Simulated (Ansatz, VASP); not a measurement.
**TaN in VASP and in Ansatz**

POSCAR

```
TaN
1.0
    2.9217699809      0.0000000000      0.0000000000
   -1.4608849905      2.5303270275      0.0000000000
    0.0000000000      0.0000000000      5.9165150000
Ta N
2 2
Direct
    0.0000000000      0.0000000000      0.5000000000
    0.0000000000      0.0000000000      0.0000000000
    0.3333333333      0.6666666667      0.2500000000
    0.6666666667      0.3333333333      0.7500000000
```

The input INCAR.step1:

```
SYSTEM = TaN
ALGO = Normal ; EDIFF = 1E-5
ENCUT = 520 ; GGA = PE
ISIF = 2 ; ISMEAR = -1
LASPH = .True. ; LCHARG = .False.
LREAL = .False. ; LWAVE = .True.
NBANDS = 24 ; NELM = 100
PREC = Accurate ; SIGMA = 0.05
```

File INCAR.step2:

```
SYSTEM = TaN
AEXX = 0.1 ; ALGO = Normal
EDIFF = 1E-6 ; ENCUT = 520
ISIF = 2 ; ISMEAR = -1
ISTART = 1 ; LASPH = .True.
LCHARG = .False. ; LHFCALC = .True.
LMIXTAU = .True. ; LREAL = .False.
LWAVE = .False. ; METAGGA = R2SCAN
NBANDS = 24 ; NELM = 100
PREC = Accurate ; PRECFOCK = Normal
SIGMA = 0.05
```

File KPOINTS:

```
k-points
0
Gamma
  5 5 3
  0 0 0
```

The input input.yaml:

```yaml
crystal:
  lattice:
    - [2.9217699809, 0.0, 0.0]
    - [-1.4608849905, 2.5303270275, 0.0]
    - [0.0, 0.0, 5.916515]
  atoms:
    - { symbol: Ta, position: [0.0, 0.0, 0.5] }
    - { symbol: Ta, position: [0.0, 0.0, 0.0] }
    - { symbol: "N", position: [0.3333333333, 0.6666666667, 0.25] }
    - { symbol: "N", position: [0.6666666667, 0.3333333333, 0.75] }
hamiltonian:
  xc: r2scanh
  pseudopotentials: { kind: paw }
kpoints:
  mp_grid: { grid: [5, 5, 3] }
scf:
  occupations: { method: fermi_dirac, width: 0.05 }
output:
  forces: true
  stress: true
  eigenvalues: true
  write_density: true
  write_potential: true
  elf: true
  volumetric_format: npy
```

Alike in both runs: task single point; functional r2SCANh; k mesh 5 × 5 × 3; occupations fermi-dirac, width 0.05 eV; no spin polarisation.

|  | VASP | Ansatz |
| --- | --- | --- |
| version | VASP 6.6.1 | Ansatz 0.2.0 |
| potentials or method | VASP PAW PBE potentials, release 64 (Ta_pv, N) | Ansatz PAW |
| plane-wave cutoff (eV) | 520 | 500 |
| valence electrons in the cell | 32 | 36 |

```tsv
	VASP	Ansatz	Ansatz less VASP
gap on the k mesh at the Fermi level (eV)	none	none	-
pressure (GPa)	-7.4	-8.4	-1.01
traceless stress, the component that is largest in VASP (GPa)	-3.08	-3.09	-0.012
```

VASP's potentials were made for PBE, not for r2SCANh. A gap of «none» marks a metal or a gap that the smearing closes. With one functional, cell and mesh, what is left measures potentials, basis and numerics. VASP's potentials hold 32 valence electrons a cell and Ansatz's 36, so a difference there can come from the potentials and not from the codes.

The k mesh is coarse, so the values compare programs but aren't converged. Spin-orbit coupling is off throughout.
